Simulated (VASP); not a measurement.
ZnSe: relaxation of cell and atoms with LDA

ZnSe:

```xyz
2
Lattice="0.0000 2.7838 2.7838 2.7838 0.0000 2.7838 2.7838 2.7838 0.0000" Properties=species:S:1:pos:R:3 pbc="T T T"
Zn    0.0000    0.0000    0.0000
Se    4.1756    4.1756    4.1756
```

| Quantity | Value |
| --- | --- |
| Program | VASP 6.6.1 |
| Task | relaxation of cell and atoms |
| Functional | LDA |
| Potentials or basis | VASP PAW LDA potentials, release 64 (Zn, Se) |
| Cutoff | 600 eV |
| k mesh | 8 × 8 × 8 |
| Occupations | gaussian, width 0.01 eV |
| Spin | no spin polarisation |
| Target pressure | 1 GPa |
| Dipole correction | no |
| Further INCAR settings | ALGO = Normal; EDIFF = 1e-06; IBRION = 2; EDIFFG = -0.002; NSW = 100; ISIF = 3 |

* Relaxed volume: 21.39 Å³/atom
* Relaxed cell: a = 3.926 Å, b = 3.926 Å, c = 3.926 Å, α = 60.00°, β = 60.00°, γ = 60.00°
* Space group after relaxing (to 0.05 Å): F-43m (No. 216)
* Energy change on relaxing (the enthalpy is what falls): +0.8 meV/atom
* Ionic steps: 5
* Pressure after relaxing: 1.0 GPa
* Band gap on the k mesh: 1.33 eV, direct

The path:
| step | energy change (eV) | largest force (eV/Å) | pressure (GPa) | volume (Å³) |
| --- | --- | --- | --- | --- |
| 1 | 0.0000 | 0.0000 | 0.34 | 43.14 |
| 2 | 0.0028 | 0.0000 | 1.43 | 42.59 |
| 3 | 0.0016 | 0.0000 | 1.03 | 42.77 |
| 4 | 0.0015 | 0.0000 | 0.94 | 42.78 |
| 5 | 0.0015 | 0.0000 | 0.99 | 42.77 |

Final structure:
```
Zn Se
1.0
     0.00000    2.77578    2.77578
     2.77578    0.00000    2.77578
     2.77578    2.77578    0.00000
Zn Se
1 1
Cartesian
  0.0000 0.0000 0.0000
  4.1637 4.1637 4.1637
```

Levels at points of the mesh, in eV from the valence-band top:
```tsv
k point	band 5	band 6	band 7	band 8	band 9	band 10	band 11	band 12	band 13
(0.00, 0.00, 0.00)	-6.51	-6.51	0.00	0.00	0.00	1.33	5.68	5.68	5.68
(0.50, 0.00, 0.00)	-6.48	-6.32	-5.70	-0.97	-0.97	2.48	6.27	6.27	8.51
(0.50, 0.50, 0.00)	-6.45	-6.30	-5.11	-2.44	-2.44	2.66	3.31	10.99	11.52
```

Run time: 36 s on 1 thread of Intel(R) Xeon(R) Platinum 8259CL CPU @ 2.50GHz (Skylake/Cascade Lake), on a shared host, peak memory 0.17 GiB.

Caveat: the cell is relaxed towards a set pressure, so the enthalpy falls and the energy may rise. LDA usually gives volumes a few per cent too small.
